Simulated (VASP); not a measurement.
Here is a VASP 6.6.1 calculation.

File INCAR:

```
  ALGO = Fast
  EDIFF = 1E-7
  EDIFFG = -0.01
  ENCUT = 600
  GGA = PS
  IBRION = 2
  ISIF = 3
  ISMEAR = -1
  LASPH = T
  LCHARG = F
  LREAL = F
  LWAVE = F
  NELM = 100
  NSW = 60
  PREC = Accurate
  PSTRESS = 50.0
  SIGMA = 0.05
```

KPOINTS

```
k-points
0
Gamma
  11 11 11
```

The input POSCAR:

```
Ti
1.0
   -1.6410000000      1.6410000000      1.6410000000
    1.6410000000     -1.6410000000      1.6410000000
    1.6410000000      1.6410000000     -1.6410000000
Ti
1
Direct
    0.0000000000      0.0000000000      0.0000000000
```

Potentials or basis: VASP PAW PBE potentials, release 64 (Ti_sv).

Launch:

```console
$ cat potpaw_PBE.64/Ti_sv/POTCAR > POTCAR
$ mpirun -np 1 vasp_std > vasp.out
```

Question: Predict the relaxed volume.

Answer: 15.82 Å³/atom.

Question: Predict the band gap on the k mesh.

Answer: Zero (band 6 reaches 10.04 eV, above the bottom of band 7 at 8.27 eV).

Question: What does it give for the relaxed cell?

Answer: a = 2.739 Å, b = 2.739 Å, c = 2.739 Å, α = 109.47°, β = 109.47°, γ = 109.47°.

Final structure:
```
Ti
1.0
    -1.58147    1.58147    1.58147
     1.58147   -1.58147    1.58147
     1.58147    1.58147   -1.58147
Ti
1
Cartesian
  1.5815 -1.5815 1.5815
```

Caveat: the cell is relaxed towards a set pressure, so the enthalpy falls and the energy may rise; the PAW data sets were made with another functional, which shifts forces and pressure a little.
